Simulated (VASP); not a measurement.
# MgO (Fm-3m) in VASP: further runs

Runs on MgO. Level: PBEsol. Tasks: single point.

Program: VASP 6.6.1. These are calculated values, not measurements. Logs are shortened: lines on timing, memory, paths and dates and some standing lists are left out, and cuts for length are marked.

## Step 1: The cell of the first run

Symmetry: Fm-3m, No. 225, cubic system. Conventional cell: a = 4.172 Å, b = 4.172 Å, c = 4.172 Å, α = 90.00°, β = 90.00°, γ = 90.00°. Within 2.8 Å of Mg (site symmetry m-3m) lie 6 O at 2.09 Å. O (site symmetry m-3m) has 6 Mg at 2.09 Å within 2.8 Å.

## Step 2: Single point, PBEsol (9.07 Å³/atom)

Input file INCAR:

```
SYSTEM = MgO
ALGO = Normal
EDIFF = 1E-6
ENCUT = 600
GGA = PS
GGA_COMPAT = .False.
ISIF = 2
ISMEAR = 0
LASPH = .True.
LCHARG = .False.
LREAL = .False.
LWAVE = .False.
NBANDS = 11
NELM = 120
PREC = Accurate
SIGMA = 0.02
```

Input file KPOINTS:

```
k-points
0
Gamma
  10 10 10
  0 0 0
```

Input file POSCAR:

```
MgO
1.0
    0.0000000000      2.0858438798      2.0858438798
    2.0858438798      0.0000000000      2.0858438798
    2.0858438798      2.0858438798      0.0000000000
Mg O
1 1
Direct
    0.0000000000      0.0000000000      0.0000000000
    0.5000000000      0.5000000000      0.5000000000
```

Potentials or basis: VASP PAW PBE potentials, release 64 (Mg, O).

On the command line:

```
cat potpaw_PBE.64/Mg/POTCAR potpaw_PBE.64/O/POTCAR > POTCAR
mpirun -np 1 vasp_std > vasp.out
```

OUTCAR:

```text
SYSTEM = MgO
   EDIFF = 1E-6
   ENCUT = 600
   GGA = PS
   ISIF = 2
   ISMEAR = 0
   LASPH = .True.
   LREAL = .False.
   NELM = 120
   PREC = Accurate

 ion  position               nearest neighbor table
   1  0.000  0.000  0.000-   2 2.09   2 2.09   2 2.09   2 2.09   2 2.09   2 2.09
   2  0.500  0.500  0.500-   1 2.09   1 2.09   1 2.09   1 2.09   1 2.09   1 2.09

  LATTYP: Found a face centered cubic cell.
 ALAT       =     4.1716877596

  Lattice vectors:

 A1 = (   0.0000000000,   2.0858438798,   2.0858438798)
 A2 = (   2.0858438798,   0.0000000000,   2.0858438798)
 A3 = (   2.0858438798,   2.0858438798,   0.0000000000)

Analysis of symmetry for initial positions (statically):
=====================================================================
 Subroutine PRICEL returns:
 Original cell was already a primitive cell.

 Routine SETGRP: Setting up the symmetry group for a
 face centered cubic supercell.

 Subroutine GETGRP returns: Found 48 space group operations
 (whereof 48 operations were pure point group operations)
 out of a pool of 48 trial point group operations.

The static configuration has the point symmetry O_h .

Analysis of symmetry for dynamics (positions and initial velocities):
=====================================================================
 Subroutine PRICEL returns:
 Original cell was already a primitive cell.

 Routine SETGRP: Setting up the symmetry group for a
 face centered cubic supercell.

 Subroutine GETGRP returns: Found 48 space group operations
 (whereof 48 operations were pure point group operations)
 out of a pool of 48 trial point group operations.

The dynamic configuration has the point symmetry O_h .

 Subroutine INISYM returns: Found 48 space group operations
 (whereof 48 operations are pure point group operations),
 and found     1 'primitive' translations

----------------------------------------------------------------------------------------

                                     Primitive cell

  volume of cell :      18.1499

  direct lattice vectors                    reciprocal lattice vectors
     0.000000000  2.085843880  2.085843880    -0.239711133  0.239711133  0.239711133
     2.085843880  0.000000000  2.085843880     0.239711133 -0.239711133  0.239711133
     2.085843880  2.085843880  0.000000000     0.239711133  0.239711133 -0.239711133

  length of vectors
     2.949828704  2.949828704  2.949828704     0.415191862  0.415191862  0.415191862

  position of ions in fractional coordinates (direct lattice)
     0.000000000  0.000000000  0.000000000
     0.500000000  0.500000000  0.500000000

  ion indices of the primitive-cell ions
   primitive index   ion index
                 1           1
                 2           2

----------------------------------------------------------------------------------------

 KPOINTS: k-points

Automatic generation of k-mesh.
 Grid dimensions read from file:
 generate k-points for:   10   10   10

 Generating k-lattice:

  Cartesian coordinates                     Fractional coordinates (reciprocal lattice)
    -0.023971113  0.023971113  0.023971113     0.100000000  0.000000000  0.000000000
     0.023971113 -0.023971113  0.023971113     0.000000000  0.100000000  0.000000000
     0.023971113  0.023971113 -0.023971113     0.000000000  0.000000000  0.100000000

  Length of vectors
     0.041519186  0.041519186  0.041519186

  Shift w.r.t. Gamma in fractional coordinates (k-lattice)
     0.000000000  0.000000000  0.000000000

 Subroutine IBZKPT returns following result:
 ===========================================

 Found     47 irreducible k-points:

 Following reciprocal coordinates:
            Coordinates               Weight
  0.000000  0.000000  0.000000      1.000000
  0.100000  0.000000  0.000000      8.000000
  0.200000  0.000000  0.000000      8.000000
  0.300000  0.000000  0.000000      8.000000
  0.400000  0.000000  0.000000      8.000000
  0.500000  0.000000  0.000000      4.000000
[... 16 lines left out ...]
  0.300000  0.300000  0.000000      6.000000
  0.400000  0.300000  0.000000     24.000000
 [... further k-points ...]
   k-points           NKPTS =     47   k-points in BZ     NKDIM =     47   number of bands    NBANDS=     11
   number of dos      NEDOS =    301   number of ions     NIONS =      2
   total plane-waves  NPLWV =  13824
   dimension x,y,z NGX =    24 NGY =   24 NGZ =   24
   dimension x,y,z NGXF=    48 NGYF=   48 NGZF=   48
   ions per type =               1   1
   NGX,Y,Z   is equivalent  to a cutoff of  13.53, 13.53, 13.53 a.u.
   NGXF,Y,Z  is equivalent  to a cutoff of  27.05, 27.05, 27.05 a.u.
 SYSTEM =  MgO
   PREC   = accura    normal or accurate (medium, high low for compatibility)
   ISTART =      0    job   : 0-new  1-cont  2-samecut
   ICHARG =      2    charge: 1-file 2-atom 10-const
   ISPIN  =      1    spin polarized calculation?
   LNONCOLLINEAR =      F non collinear calculations
   LSORBIT =      F    spin-orbit coupling
   LASPH  =      T    aspherical Exc in radial PAW
   ENCUT  =  600.0 eV  44.10 Ry    6.64 a.u.   5.89  5.89  5.89*2*pi/ulx,y,z
   NELM   =    120;   NELMIN=  2; NELMDL= -5     # of ELM steps
   EDIFF  = 0.1E-05   stopping-criterion for ELM
   LREAL  =      F    real-space projection
   EDIFFG = 0.1E-04   stopping-criterion for IOM
   NSW    =      0    number of steps for IOM
   IBRION =     -1    ionic relax: 0-MD 1-quasi-New 2-CG
   NFREE  =      0    steps in history (QN), initial steepest desc. (CG)
   ISIF   =      2    stress and relaxation
   ISYM   =      2    0-nonsym 1-usesym 2-fastsym
   POTIM  = 0.5000    time-step for ionic-motion
   TEBEG  =    0.0;   TEEND  =   0.0 temperature during run
   PSTRESS=    0.0 pullay stress
   NELECT =       8.0000    total number of electrons
   NUPDOWN=      -1.0000    fix difference up-down
   EMIN   =  10.00;   EMAX   =-10.00  energy-range for DOS
   EFERMI =   0.00;   METHOD = LEGACY
   ISMEAR =     0;   SIGMA  =   0.02  broadening in eV -4-tet -1-fermi 0-gaus
   EFERMI_NEDOS =   21; number of points for ismear=-14 and -15
   IALGO  =     38    algorithm
   IMIX   =      4    mixing-type and parameters
     AMIX     =   0.40;   BMIX     =  1.00
     AMIX_MAG =   1.60;   BMIX_MAG =  1.00
  volume/ion in A,a.u.               =       9.07        61.24
  Fermi-wavevector in a.u.,A,eV,Ry     =   1.245890  2.354391 21.119533  1.552242
  Thomas-Fermi vector in A             =   2.380092
   LORBIT       =      0    0 simple, 1 ext, 2 COOP (PROOUT), +10 PAW based schemes
   GGA     = PS    functional components
   LHFCALC =     F    Hartree Fock is set to
   AEXX    =    0.0000 exact exchange contribution
   IVDW    =     0    specifies the selected vdW correction
   LEPSILON=     F    determine dielectric tensor
   LRPA    =     F    only Hartree local field effects (RPA)
 non-spin polarized calculation
 Gauss-broadening in eV      SIGMA  =   0.02
  energy-cutoff  :      600.00
  volume of cell :       18.15
 maximum number of plane-waves:       620
   NGX = 11   NGY = 11   NGZ = 11

 number of electron       8.0000002 magnetization

 Free energy of the ion-electron system (eV)
  ---------------------------------------------------
  ext. energy  EPLUGINS =         0.00000000
  ---------------------------------------------------
  free energy    TOTEN  =       -12.50782902 eV

  energy without entropy =      -12.50782902  energy(sigma->0) =      -12.50782902

 E-fermi :   3.4584     XC(G=0): -11.4505

 val. band max:        3.2856676690   @ k =   0.0000   0.0000   0.0000
 cond. band min:       8.2056384884   @ k =   0.0000   0.0000   0.0000
 fundamental gap:      4.9199708195
 Fermi energy:         3.4583730131

 k-point     1 :       0.0000    0.0000    0.0000
  band No.  band energies     occupation
      1     -14.0719      2.00000
      2       3.2857      2.00000
      3       3.2857      2.00000
      4       3.2857      2.00000
      5       8.2056      0.00000
      6      19.0798      0.00000
      7      19.0798      0.00000
      8      19.0798      0.00000
      9      22.9987      0.00000
     10      24.9170      0.00000
     11      24.9170      0.00000

 k-point     2 :       0.1000    0.0000    0.0000
  band No.  band energies     occupation
      1     -13.9587      2.00000
      2       2.6171      2.00000
      3       3.2134      2.00000
      4       3.2134      2.00000
      5       8.8361      0.00000
      6      17.8099      0.00000
      7      19.3324      0.00000
      8      19.3324      0.00000
      9      24.2330      0.00000
     10      24.2330      0.00000
     11      24.7322      0.00000

 k-point     3 :       0.2000    0.0000    0.0000
  band No.  band energies     occupation
      1     -13.6468      2.00000
      2       1.2497      2.00000
      3       3.0307      2.00000
      4       3.0307      2.00000
      5      10.0244      0.00000
      6      16.3120      0.00000
      7      19.8603      0.00000
      8      19.8603      0.00000
      9      23.5486      0.00000
     10      23.5486      0.00000
     11      25.8698      0.00000

 k-point     4 :       0.3000    0.0000    0.0000
  band No.  band energies     occupation
      1     -13.2231      2.00000
      2      -0.1305      2.00000
      3       2.8161      2.00000
      4       2.8161      2.00000
      5      10.9065      0.00000
      6      15.7095      0.00000
      7      20.0440      0.00000
      8      20.0440      0.00000
      9      23.9745      0.00000
     10      23.9745      0.00000
     11      25.2840      0.00000
[... 239 lines left out ...]
 k-point    22 :      -0.2000    0.2000    0.0000
  band No.  band energies     occupation
      1     -13.0976      2.00000
      2       0.0761      2.00000
      3       1.8782      2.00000
      4       2.8103      2.00000
      5      11.9165      0.00000
      6      15.1798      0.00000
      7      18.6081      0.00000
      8      21.3074      0.00000
      9      21.8114      0.00000
     10      24.8374      0.00000
     11      28.4946      0.00000

 k-point    23 :       0.3000    0.3000    0.0000
  band No.  band energies     occupation
      1     -13.0065      2.00000
      2       0.0116      2.00000
      3       2.3049      2.00000
      4       2.3049      2.00000
      5      12.3601      0.00000
      6      13.5789      0.00000
      7      17.9136      0.00000
      8      21.4341      0.00000
      9      21.4341      0.00000
     10      27.6346      0.00000
     11      31.1731      0.00000

 k-point    24 :       0.4000    0.3000    0.0000
  band No.  band energies     occupation
      1     -12.7381      2.00000
      2      -0.4374      2.00000
      3       1.9199      2.00000
      4       2.1510      2.00000
      5      12.9917      0.00000
      6      13.4291      0.00000
      7      17.0744      0.00000
      8      21.7107      0.00000
      9      21.9205      0.00000
     10      28.4044      0.00000
     11      30.7624      0.00000

 [... further k-points ...]
[... 5 lines left out ...]
  --------------------------------------------------------------------------------------
  -------------------------------------------------------------------------------------
  Total        0.4990900      0.4990900      0.4990900      0.0000000      0.0000000      0.0000000
  in kB       44.0569125     44.0569125     44.0569125      0.0000000      0.0000000      0.0000000
  external PRESSURE =      44.0569125 kB  Pullay stress =       0.0000000 kB

 VOLUME and BASIS-vectors are now :
 -----------------------------------------------------------------------------
  energy-cutoff  :      600.00
  volume of cell :       18.15
      direct lattice vectors                 reciprocal lattice vectors
     0.000000000  2.085843880  2.085843880    -0.239711133  0.239711133  0.239711133
     2.085843880  0.000000000  2.085843880     0.239711133 -0.239711133  0.239711133
     2.085843880  2.085843880  0.000000000     0.239711133  0.239711133 -0.239711133

 POSITION                                       TOTAL-FORCE (eV/Angst)
 -----------------------------------------------------------------------------------
      0.00000      0.00000      0.00000        -0.000000     -0.000000      0.000000
      2.08584      2.08584      2.08584         0.000000      0.000000      0.000000
 -----------------------------------------------------------------------------------
    total drift:                               -0.000000     -0.000000      0.000000

  FREE ENERGIE OF THE ION-ELECTRON SYSTEM (eV)
  ---------------------------------------------------
  free  energy   TOTEN  =       -12.5078290191 eV

  energy  without entropy=      -12.5078290191  energy(sigma->0) =      -12.50782902
```

Run time: 7.9 s. Hardware: 1 thread of AMD EPYC 7R13 (Zen 3), shared host; peak memory 0.11 GiB.

Results:

- Free energy: -12.5078 eV
- Pressure: 4.4 GPa
- Band gap on the k mesh: 4.92 eV

Caveat: the cell stands under pressure; the PAW data sets were made with another functional, which shifts forces and pressure a little. As with any semilocal functional, this PBEsol gap is likely too small.

## Step 3: Single point, PBEsol (8.79 Å³/atom)

This run uses another cell than the first one, of 8.79 Å³/atom.

Input file INCAR:

```
PREC = Accurate
ENCUT = 600
EDIFF = 1E-6
ISMEAR = 0
SIGMA = 0.02
LREAL = F
LASPH = T
NELM = 120
ALGO = Normal
ISIF = 2
LWAVE = F
LCHARG = F
GGA = PS
NBANDS = 11
GGA_COMPAT = F
```

Input file KPOINTS:

```
regular mesh
0
Gamma
  10 10 10
```

Input file POSCAR:

```
MgO
1.0
    0.0000000000      2.0641147592      2.0641147592
    2.0641147592      0.0000000000      2.0641147592
    2.0641147592      2.0641147592      0.0000000000
Mg O
1 1
Direct
    0.0000000000      0.0000000000      0.0000000000
    0.5000000000      0.5000000000      0.5000000000
```

Potentials or basis: VASP PAW PBE potentials, release 64 (Mg, O).

On the command line:

```
cat potpaw_PBE.64/Mg/POTCAR potpaw_PBE.64/O/POTCAR > POTCAR
mpirun -np 1 vasp_std > vasp.out
```

It took 7.8 s on 1 thread of AMD EPYC 7R13 (Zen 3), shared host; peak memory 0.11 GiB.

The run converged. Its results:

* Free energy: -12.4807 eV
* Pressure: 10.4 GPa
* Band gap on the k mesh: 5.24 eV

Levels at points of the mesh, in eV from the valence-band top:
| k point | band 1 | band 2 | band 3 | band 4 | band 5 | band 6 | band 7 | band 8 | band 9 |
| --- | --- | --- | --- | --- | --- | --- | --- | --- | --- |
| (0.00, 0.00, 0.00) | -17.53 | 0.00 | 0.00 | 0.00 | 5.24 | 15.97 | 15.97 | 15.97 | 19.97 |
| (0.50, 0.00, 0.00) | -16.05 | -4.96 | -0.73 | -0.73 | 8.13 | 13.19 | 16.80 | 16.80 | 21.69 |
| (0.50, 0.50, 0.00) | -15.77 | -4.40 | -1.45 | -1.45 | 8.98 | 10.54 | 13.62 | 19.77 | 19.77 |

Caveat: the cell stands under pressure; the PAW data sets were made with another functional, which shifts forces and pressure a little.

## Step 4: Single point, PBEsol (8.51 Å³/atom)

This run uses another cell than the first one, of 8.51 Å³/atom.

Input file INCAR:

```
PREC     = Accurate       # precision mode
ENCUT    = 600            # plane-wave cutoff, eV
EDIFF    = 1E-6           # SCF threshold, eV
ISMEAR   = 0              # smearing method
SIGMA    = 0.02           # smearing width, eV
LREAL    = F              # projectors in reciprocal space
LASPH    = T              # aspherical terms in the spheres
NELM     = 120            # most SCF steps
ALGO     = Normal         # electronic algorithm
ISIF     = 2              # what is computed and relaxed
LWAVE    = F              # write WAVECAR
LCHARG   = T              # write CHGCAR
GGA      = PS             # functional
LELF     = T              # ELF
LVHAR    = T            
NBANDS   = 11             # bands
GGA_COMPAT= F
```

KPOINTS is that of step 3.

Input file POSCAR:

```
MgO
1.0
    0.0000000000      2.0419182565      2.0419182565
    2.0419182565      0.0000000000      2.0419182565
    2.0419182565      2.0419182565      0.0000000000
Mg O
1 1
Direct
    0.0000000000      0.0000000000      0.0000000000
    0.5000000000      0.5000000000      0.5000000000
```

On the command line:

```
cat potpaw_PBE.64/Mg/POTCAR potpaw_PBE.64/O/POTCAR > POTCAR
mpirun -np 1 vasp_std > vasp.out
```

It took 8.2 s on 1 thread of AMD EPYC 7R13 (Zen 3), shared host; peak memory 0.11 GiB.

The run converged. Its results:

```yaml
Free_energy: -12.4307 eV
Pressure: 17.5 GPa
Band_gap_on_the_k_mesh: 5.59 eV
```

Levels at points of the mesh, in eV from the valence-band top:
```
           k point  band 1  band 2  band 3  band 4  band 5  band 6  band 7  band 8  band 9
(0.00, 0.00, 0.00)  -17.71    0.00    0.00    0.00    5.59   16.14   16.14   16.14   20.24
(0.50, 0.00, 0.00)  -16.15   -5.11   -0.78   -0.78    8.34   13.57   17.14   17.14   22.21
(0.50, 0.50, 0.00)  -15.85   -4.54   -1.50   -1.50    9.00   10.91   13.98   20.29   20.29
```

Caveat: the cell stands under pressure; the PAW data sets were made with another functional, which shifts forces and pressure a little.

## Step 5: Summary

| cell | gap on the mesh (eV) | pressure (GPa) |
| --- | --- | --- |
| a = 2.950 Å, angles 60.0°, 2 atoms | 4.92 | 4.4 |
| a = 2.919 Å, angles 60.0°, 2 atoms | 5.24 | 10.4 |
| a = 2.888 Å, angles 60.0°, 2 atoms | 5.59 | 17.5 |

Alike in all rows: task single point; level PBEsol; potentials or basis VASP PAW PBE potentials, release 64 (Mg, O); no spin polarisation; k mesh 10 × 10 × 10; cutoff (eV) 600; smearing gaussian 0.02 eV.

Caveats: the cell stands under pressure; the PAW data sets were made with another functional, which shifts forces and pressure a little.

Total energies depend on the potentials used, so only differences within one code and one set of settings carry meaning.
